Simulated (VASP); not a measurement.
Write the native input for VASP 6.6.1 that does the following.

| Property | Result |
| --- | --- |
| Task | single point |
| Functional | PBE |
| Potentials or basis | VASP PAW PBE potentials, release 64 (Al, N, C) |
| Cutoff | 520 eV |
| k mesh | 1 × 1 × 1, shifted |
| Occupations | fermi-dirac, width 0.01 eV |
| Spin | no spin polarisation |
| Dipole correction | no |
| Further INCAR settings | LREAL = Auto; ALGO = Normal; EDIFF = 1e-06; NBANDS = 248; ISYM = -1 |

The structure of Al48CN48 (a cell with a defect) lies in POSCAR:

```
Al48CN48
1.0
    9.3892708200      5.4208981500      0.0000000000
   -9.3892709200      5.4208979800      0.0000000000
    0.0000000000      0.0000000000     10.0348065900
Al N C
48 48 1
Direct
   -0.0026573796      0.1654798499      0.2487043450
    0.1664183935     -0.0006489997      0.2470815932
    0.3286998420      0.3309336647      0.2498275355
    0.0027419062      0.3367166127      0.4992996083
    0.1684260898      0.1703987651      0.4992629360
    0.3291875711     -0.0036872665      0.4979298759
    0.0014539390      0.1688909011      0.7500856078
    0.1668742974      0.0015496380      0.7478386287
    0.3331454555      0.3350502857      0.7493718920
   -0.0009213613      0.3327213706      1.0007878986
    0.1662836751      0.1661966591      0.9992907098
    0.3303410556     -0.0043166681      0.9929715048
   -0.0000763194      0.6654777000      0.2488981703
    0.1641375440      0.4980604876      0.2490468528
    0.3326332500      0.8300892300      0.2481860490
    0.0014401976      0.8359183021      0.4985407497
    0.1672838664      0.6684964763      0.4993376758
    0.3319023362      0.5063152359      0.5005678939
    0.0020655474      0.6689356434      0.7505202948
    0.1671504071      0.5012456750      0.7505867634
    0.3344757499      0.8340872753      0.7473608916
    0.0002302738      0.8325070359      1.0003485279
    0.1667705915      0.6654645821      0.9991212995
    0.3329274658      0.4988981764      1.0006126087
    0.5039242308      0.1548916937      0.2190918161
    0.6676139726     -0.0042189226      0.2475490661
    0.8254550401      0.3309241950      0.2506755838
    0.5084351879      0.3744910231      0.5041120578
    0.6754399655      0.1646936990      0.4965575525
    0.8393104362      0.0056482541      0.4997520336
    0.5009272934      0.1688943724      0.7460867265
    0.6675194456     -0.0002772470      0.7465346674
    0.8351937480      0.3354250095      0.7472229716
    0.4989377666      0.3323106597      0.9960838717
    0.6708013046      0.1644355699      0.9910277703
    0.8336855041     -0.0014962848      0.9992727722
    0.5004994078      0.6635416677      0.2500403946
    0.6638154240      0.4867706800      0.2620815834
    0.8323380186      0.8295131898      0.2496945982
    0.5005562535      0.8356192181      0.4980941043
    0.6741815380      0.6861438015      0.5053526398
    0.8373173122      0.5066978094      0.5024034051
    0.5004804749      0.6688152651      0.7523209274
    0.6701468911      0.5049126487      0.7497429006
    0.8358027072      0.8364718664      0.7525903895
    0.5003744594      0.8320556918      0.9989439169
    0.6663826346      0.6637993598      1.0031685125
    0.8329790831      0.4992438964      0.9995995349
    0.0026076830      0.1712712579      0.4394902842
    0.1688428203      0.0038977431      0.4383165695
    0.3306706582      0.3407016785      0.4413277885
   -0.0037366087      0.3319754000      0.1912821122
    0.1633118570      0.1645478405      0.1898665393
    0.3282505914     -0.0077490895      0.1821827839
   -0.0001456984      0.1664808708      0.9403744771
    0.1656803941     -0.0003780816      0.9378549467
    0.3325486590      0.3325737906      0.9386042387
    0.0016743580      0.3349552939      0.6896835468
    0.1676767679      0.1684494566      0.6895566883
    0.3343289775      0.0018946426      0.6879138066
    0.0036896855      0.6705700059      0.4397207819
    0.1664120037      0.5032316578      0.4397555608
    0.3330875930      0.8330249158      0.4392292926
    0.0001135407      0.8319539537      0.1903793544
    0.1660120345      0.6646593761      0.1891505315
    0.3313015085      0.4984106462      0.1908637683
    0.0006715517      0.6665907752      0.9405747799
    0.1663718190      0.4987663159      0.9407012398
    0.3336882872      0.8310967662      0.9371141253
    0.0009293919      0.8347969059      0.6896283389
    0.1675811464      0.6678704685      0.6899402532
    0.3344124987      0.5025980778      0.6911258267
    0.4996679317      0.1365976700      0.4159370649
    0.6711073473     -0.0011268571      0.4390999428
    0.8356689693      0.3365277555      0.4425887993
    0.4875036472      0.3241672112      0.1842718127
    0.6730005665      0.1596856235      0.1779845963
    0.8333282189     -0.0036950336      0.1891093748
    0.5005591363      0.1648016449      0.9381619781
    0.6671875993     -0.0034182571      0.9354488216
    0.8344595027      0.3337317973      0.9367356427
    0.5018306690      0.3373546342      0.6886370891
    0.6665066604      0.1674676928      0.6859577151
    0.8359064736      0.0026257907      0.6901646721
    0.5011035734      0.6700407533      0.4413813022
    0.6848331401      0.5321393814      0.4517024777
    0.8402674126      0.8436498814      0.4398567088
    0.4997030886      0.8304877657      0.1897476531
    0.6653551294      0.6595216555      0.1935076658
    0.8330408153      0.4994160738      0.1896654393
    0.4999708475      0.6652196686      0.9422767559
    0.6663208827      0.4985060353      0.9395290199
    0.8335972276      0.8317574593      0.9423023668
    0.5005714131      0.8344999979      0.6884326009
    0.6681600329      0.6725774082      0.6950934168
    0.8359250570      0.5026227048      0.6921297324
    0.5639355349      0.2793007556      0.3798743868
```

One way to write it, as run:

INCAR

```
PREC = Accurate
ENCUT = 520
EDIFF = 1E-6
ISMEAR = -1
SIGMA = 0.01
LREAL = Auto
LASPH = True
NELM = 120
ALGO = Normal
ISIF = 2
LWAVE = False
LCHARG = True
GGA = PE
LELF = True
LVHAR = True
NBANDS = 248
GGA_COMPAT = False
ISYM = -1
```

KPOINTS

```
explicit points
1
Reciprocal
  0.25000000   0.25000000   0.25000000 1
```

Potentials or basis: VASP PAW PBE potentials, release 64 (Al, N, C).

The run is started by

```console
$ cat potpaw_PBE.64/Al/POTCAR potpaw_PBE.64/N/POTCAR potpaw_PBE.64/C/POTCAR > POTCAR
$ mpirun -np 1 vasp_std > vasp.out
```

It gave:

```json
{
 "Pressure": "1.8 GPa",
 "Largest force": "0.976 eV/Å",
 "Band gap on the k mesh": "1.05 eV"
}
```

Run time: 7.7 min on 1 thread of Intel(R) Xeon(R) 6975P-C (Granite Rapids), with other jobs on the host, peak memory 1.2 GiB.
